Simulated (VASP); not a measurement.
# MnO (Fm-3m) in VASP: notebook, part 2 of 2

VASP 6.6.1. The steps go on from the part before.

### 4 Single point, r2SCAN+U, collinear spin, ferromagnetic start

Input file POSCAR:

```
MnO
1.0
    0.0000000000      2.2239077028      2.2239077028
    2.2239077028      0.0000000000      2.2239077028
    2.2239077028      2.2239077028      0.0000000000
Mn O
1 1
Direct
    0.0000000000      0.0000000000      0.0000000000
    0.5000000000      0.5000000000      0.5000000000
```

Input file INCAR.step1:

```
SYSTEM = MnO
ALGO = Normal ; EDIFF = 1E-5
ENCUT = 660 ; GGA = PE
GGA_COMPAT = .False. ; ISMEAR = -1
ISPIN = 2 ; LASPH = .True.
LCHARG = .False. ; LDAU = .True.
LDAUJ = 0 0 ; LDAUL = 2 -1
LDAUTYPE = 2 ; LDAUU = 3 0
LMAXMIX = 4 ; LREAL = .False.
LWAVE = .True. ; MAGMOM = 4 0
NBANDS = 22 ; NELM = 200
PREC = Accurate ; SIGMA = 0.05
```

Input file INCAR.step2:

```
SYSTEM = MnO
ALGO = Normal ; EDIFF = 1E-6
ENCUT = 660 ; GGA_COMPAT = .False.
ISIF = 2 ; ISMEAR = -1
ISPIN = 2 ; ISTART = 1
LASPH = .True. ; LCHARG = .False.
LDAU = .True. ; LDAUJ = 0 0
LDAUL = 2 -1 ; LDAUPRINT = 1
LDAUTYPE = 2 ; LDAUU = 3 0
LMAXMIX = 4 ; LMIXTAU = .True.
LORBIT = 11 ; LREAL = .False.
LWAVE = .False. ; MAGMOM = 4 0
METAGGA = R2SCAN ; NBANDS = 22
NELM = 200 ; PREC = Accurate
SIGMA = 0.05
```

Input file KPOINTS:

```
k-points
0
Gamma
  10 10 10
  0 0 0
```

Potentials or basis: VASP PAW PBE potentials, release 64 (Mn_sv, O).

On the command line:

```sh
> cat potpaw_PBE.64/Mn_sv/POTCAR potpaw_PBE.64/O/POTCAR > POTCAR
> cp INCAR.step1 INCAR
> mpirun -np 1 vasp_std > vasp.out
> cp INCAR.step2 INCAR
> mpirun -np 1 vasp_std > vasp.out
```

OUTCAR:

```text
SYSTEM = MnO
   EDIFF = 1E-6
   ENCUT = 660
   ISIF = 2
   ISMEAR = -1
   ISPIN = 2
   ISTART = 1
   LASPH = .True.
   LORBIT = 11
   LREAL = .False.
   METAGGA = R2SCAN
   NELM = 200
   PREC = Accurate

 ion  position               nearest neighbor table
   1  0.000  0.000  0.000-   2 2.22   2 2.22   2 2.22   2 2.22   2 2.22   2 2.22
   2  0.500  0.500  0.500-   1 2.22   1 2.22   1 2.22   1 2.22   1 2.22   1 2.22

  LATTYP: Found a face centered cubic cell.
 ALAT       =     4.4478154056

  Lattice vectors:

 A1 = (   0.0000000000,   2.2239077028,   2.2239077028)
 A2 = (   2.2239077028,   0.0000000000,   2.2239077028)
 A3 = (   2.2239077028,   2.2239077028,   0.0000000000)

Analysis of symmetry for initial positions (statically):
=====================================================================
 Subroutine PRICEL returns:
 Original cell was already a primitive cell.

 Routine SETGRP: Setting up the symmetry group for a
 face centered cubic supercell.

 Subroutine GETGRP returns: Found 48 space group operations
 (whereof 48 operations were pure point group operations)
 out of a pool of 48 trial point group operations.
[... 1425 lines left out ...]
     22      38.7354      0.00000

 [... further k-points ...]

------------------------ aborting loop because EDIFF is reached ----------------------------------------

  FORCE on cell =-STRESS in cart. coord.  units (eV):
  Direction    XX          YY          ZZ          XY          YZ          ZX
  --------------------------------------------------------------------------------------
  -------------------------------------------------------------------------------------
  Total        0.0718388      0.0718388      0.0718388      0.0000000      0.0000000     -0.0000000
  in kB        5.2322611      5.2322611      5.2322611      0.0000000      0.0000000     -0.0000000
  external PRESSURE =       5.2322611 kB  Pullay stress =       0.0000000 kB

 VOLUME and BASIS-vectors are now :
 -----------------------------------------------------------------------------
  energy-cutoff  :      660.00
  volume of cell :       22.00
      direct lattice vectors                 reciprocal lattice vectors
     0.000000000  2.223907703  2.223907703    -0.224829474  0.224829474  0.224829474
     2.223907703  0.000000000  2.223907703     0.224829474 -0.224829474  0.224829474
     2.223907703  2.223907703  0.000000000     0.224829474  0.224829474 -0.224829474

 POSITION                                       TOTAL-FORCE (eV/Angst)
 -----------------------------------------------------------------------------------
      0.00000      0.00000      0.00000        -0.000000     -0.000000     -0.000000
      2.22391      2.22391      2.22391         0.000000      0.000000      0.000000
 -----------------------------------------------------------------------------------
    total drift:                                0.000000      0.000000      0.000000

  FREE ENERGIE OF THE ION-ELECTRON SYSTEM (eV)
  ---------------------------------------------------
  free  energy   TOTEN  =       -23.7804222967 eV

  energy  without entropy=      -23.7804160499  energy(sigma->0) =      -23.78041917

 total charge

# of ion       s       p       d       tot
------------------------------------------
    1        2.107   6.021   4.750  12.878
    2        1.552   3.490   0.000   5.042
--------------------------------------------------
tot          3.659   9.512   4.750  17.921

 magnetization (x)

# of ion       s       p       d       tot
------------------------------------------
    1        0.024   0.014   4.487   4.525
    2        0.027   0.152   0.000   0.179
--------------------------------------------------
tot          0.052   0.165   4.487   4.704
```

OUTCAR.step1:

```text
SYSTEM = MnO
   EDIFF = 1E-5
   ENCUT = 660
   GGA = PE
   ISMEAR = -1
   ISPIN = 2
   LASPH = .True.
   LREAL = .False.
[... 1444 lines left out ...]
      0.00000      0.00000      0.00000        -0.000000     -0.000000     -0.000000
      2.22391      2.22391      2.22391         0.000000      0.000000      0.000000
 -----------------------------------------------------------------------------------
    total drift:                                0.000000      0.000000      0.000000

  FREE ENERGIE OF THE ION-ELECTRON SYSTEM (eV)
  ---------------------------------------------------
  free  energy   TOTEN  =       -15.5497914009 eV

  energy  without entropy=      -15.5495359756  energy(sigma->0) =      -15.54966369
```

OSZICAR.step1:

```text
N       E                     dE             d eps       ncg     rms          rms(c)
DAV:   1     0.297325121291E+03    0.29733E+03   -0.12544E+04  4552   0.142E+03
DAV:   2     0.681509594510E+00   -0.29664E+03   -0.27806E+03  4178   0.443E+02
DAV:   3    -0.154312995507E+02   -0.16113E+02   -0.15847E+02  5754   0.122E+02
DAV:   4    -0.162845655080E+02   -0.85327E+00   -0.84738E+00  6386   0.237E+01
DAV:   5    -0.162913209701E+02   -0.67555E-02   -0.67547E-02  5402   0.211E+00    0.138E+01
DAV:   6    -0.153957593518E+02    0.89556E+00   -0.10503E+01  6534   0.401E+01    0.165E+01
DAV:   7    -0.155525520838E+02   -0.15679E+00   -0.88578E-01  6154   0.170E+01    0.904E+00
DAV:   8    -0.155514662316E+02    0.10859E-02   -0.10211E-01  5530   0.428E+00    0.388E+00
DAV:   9    -0.155480703802E+02    0.33959E-02   -0.20001E-02  5836   0.220E+00    0.630E-01
DAV:  10    -0.155484507543E+02   -0.38037E-03   -0.34924E-03  6290   0.918E-01    0.313E-01
DAV:  11    -0.155497202107E+02   -0.12695E-02   -0.37071E-04  5784   0.187E-01    0.652E-02
DAV:  12    -0.155497650752E+02   -0.44865E-04   -0.28744E-05  5948   0.925E-02    0.395E-02
DAV:  13    -0.155497884692E+02   -0.23394E-04   -0.25061E-05  4830   0.624E-02    0.194E-02
DAV:  14    -0.155497914009E+02   -0.29317E-05   -0.22191E-06  2982   0.215E-02
   1 F= -.15549791E+02 E0= -.15549664E+02  d E =-.255425E-03  mag=     5.0000
```

Run time: 4.6 min. Hardware: 1 thread of Intel Xeon Platinum 8259CL at 2.50GHz (Skylake/Cascade Lake), shared host; peak memory 0.21 GiB.

What came out:

```
Free energy                                           : -23.7804 eV
Pressure                                              : 0.5 GPa
Band gap on the k mesh                                : 0.64 eV (least direct gap 3.21 eV)
Net moment                                            : 5.00 μB per cell
Site moments                                          : Mn +4.53; O +0.18 μB
Valence electrons inside the program's atomic spheres : Mn 12.88; O 5.04
```

Levels at points of the mesh, in eV from the valence-band top:
Spin up:
| k point | band 11 | band 12 | band 13 | band 14 | band 15 | band 16 |
| --- | --- | --- | --- | --- | --- | --- |
| (0.00, 0.00, 0.00) | -3.01 | -3.01 | -3.01 | 0.64 | 15.42 | 17.26 |
| (0.50, 0.00, 0.00) | -2.47 | 0.00 | 0.00 | 4.75 | 9.12 | 13.29 |
| (0.50, 0.50, 0.00) | -2.99 | -2.99 | -2.86 | 6.24 | 9.33 | 11.16 |
Spin down:
| k point | band 5 | band 6 | band 7 | band 8 | band 9 | band 10 | band 11 | band 12 |
| --- | --- | --- | --- | --- | --- | --- | --- | --- |
| (0.00, 0.00, 0.00) | -20.01 | -2.57 | -2.57 | -2.57 | 2.36 | 3.81 | 3.81 | 3.81 |
| (0.50, 0.00, 0.00) | -19.06 | -6.58 | -3.83 | -3.83 | 5.01 | 5.34 | 5.34 | 5.96 |
| (0.50, 0.50, 0.00) | -19.06 | -5.77 | -3.61 | -3.61 | 1.77 | 5.30 | 5.35 | 5.89 |

Eigenvalues of the final occupation matrices:
```
    site  spin  trace               eigenvalues
site 1 d     1   4.64  0.91 0.91 0.91 0.95 0.95
site 1 d     2   0.13  0.01 0.01 0.01 0.05 0.05
```

Caveat: the PAW data sets were made with another functional, which shifts forces and pressure a little; a cell with one magnetic atom can't hold antiferromagnetic order, which such compounds often take. A k mesh can miss the band edges.

### 5 Single point, PBEsol+U, collinear spin, ferromagnetic start

Input file INCAR:

```
SYSTEM = MnO
PREC     = Accurate       ! precision mode
ENCUT    = 520            ! plane-wave cutoff, eV
EDIFF    = 1E-6           ! SCF threshold, eV
ISMEAR   = -1             ! smearing method
SIGMA    = 0.05           ! smearing width, eV
LREAL    = .False.        ! projectors in reciprocal space
LASPH    = .True.         ! aspherical terms in the spheres
NELM     = 150            ! most SCF steps
ALGO     = Normal         ! electronic algorithm
ISIF     = 2              ! what is computed and relaxed
LWAVE    = .False.        ! write WAVECAR
LCHARG   = .False.        ! write CHGCAR
ISPIN    = 2              ! spin polarisation
MAGMOM   = 4 0            ! initial moments
LORBIT   = 11             ! projections on sites
LMAXMIX  = 4              ! l up to which the mixer works
LDAU     = .True.         ! DFT+U
LDAUTYPE = 2            
LDAUL    = 2 -1           ! shell
LDAUU    = 1 0            ! U, eV
LDAUJ    = 0 0          
LDAUPRINT= 1            
GGA      = PS             ! functional
NBANDS   = 20             ! bands
```

Input file KPOINTS:

```
Automatic mesh
0
Gamma
  10 10 10
  0 0 0
```

POSCAR is that of step 4.

Potentials or basis: VASP PAW PBE potentials, release 64 (Mn_pv, O).

On the command line:

```sh
> cat potpaw_PBE.64/Mn_pv/POTCAR potpaw_PBE.64/O/POTCAR > POTCAR
> mpirun -np 1 vasp_std > vasp.out
```

It took 22 s on 1 thread of Intel Xeon Platinum 8375C at 2.90GHz (Ice Lake), shared host; peak memory 0.16 GiB.

Results (log left out):

| Quantity | Value |
| --- | --- |
| Free energy | -16.9129 eV |
| Pressure | -2.5 GPa |
| Net moment | 4.93 μB per cell |
| Site moments | Mn +4.47; O +0.20 μB |
| Valence electrons inside the program's atomic spheres | Mn 11.35; O 4.96 |

Levels at points of the mesh, in eV from the Fermi level:
Spin up:
```tsv
k point	band 9	band 10	band 11	band 12	band 13	band 14	band 15	band 16
(0.00, 0.00, 0.00)	-3.57	-3.57	-3.08	-3.08	-0.55	13.78	16.05	16.05
(0.50, 0.00, 0.00)	-2.68	-2.16	0.05	0.05	3.37	7.74	11.75	11.75
(0.50, 0.50, 0.00)	-2.66	-2.41	-2.41	-2.27	4.92	7.81	10.13	13.58
```
Spin down:
```tsv
k point	band 4	band 5	band 6	band 7	band 8	band 9	band 10	band 11
(0.00, 0.00, 0.00)	-19.57	-3.17	-3.17	-3.17	0.83	1.27	1.27	1.27
(0.50, 0.00, 0.00)	-18.59	-7.23	-4.60	-4.60	2.46	2.56	2.56	4.16
(0.50, 0.50, 0.00)	-18.60	-6.30	-4.16	-4.16	-0.42	2.51	2.69	3.02
```

Eigenvalues of the final occupation matrices:
```
    site  spin  trace               eigenvalues
site 1 d     1   4.70  0.93 0.93 0.93 0.96 0.96
site 1 d     2   0.28  0.03 0.03 0.03 0.09 0.09
```

Caveat: the PAW data sets were made with another functional, which shifts forces and pressure a little; a cell with one magnetic atom can't hold antiferromagnetic order, which such compounds often take. The state reached can hang on the start; a lower one may exist.

### 6 The runs side by side

| level | potentials or basis | U | cutoff (eV) | gap on the mesh (eV) | pressure (GPa) | moment (μB) |
| --- | --- | --- | --- | --- | --- | --- |
| r2SCAN+U | VASP PAW PBE potentials, release 64 (Mn_sv, O) | Mn d U = 1.0 eV | 660 | - | -0.4 | 5.00 |
| r2SCAN+U | VASP PAW PBE potentials, release 64 (Mn_sv, O) | Mn d U = 2.0 eV | 660 | 0.41 | 0.1 | 5.00 |
| r2SCAN+U | VASP PAW PBE potentials, release 64 (Mn_sv, O) | Mn d U = 3.0 eV | 660 | 0.64 | 0.5 | 5.00 |
| PBEsol+U | VASP PAW PBE potentials, release 64 (Mn_pv, O) | Mn d U = 1.0 eV | 520 | none | -2.5 | 4.93 |

Alike in all rows: task single point; spin collinear, ferromagnetic start; cell as given; k mesh 10 × 10 × 10; smearing fermi-dirac 0.05 eV.

Caveats: the PAW data sets were made with another functional, which shifts forces and pressure a little; a cell with one magnetic atom can't hold antiferromagnetic order, which such compounds often take.

Total energies depend on the potentials used, so only differences within one code and one set of settings carry meaning.
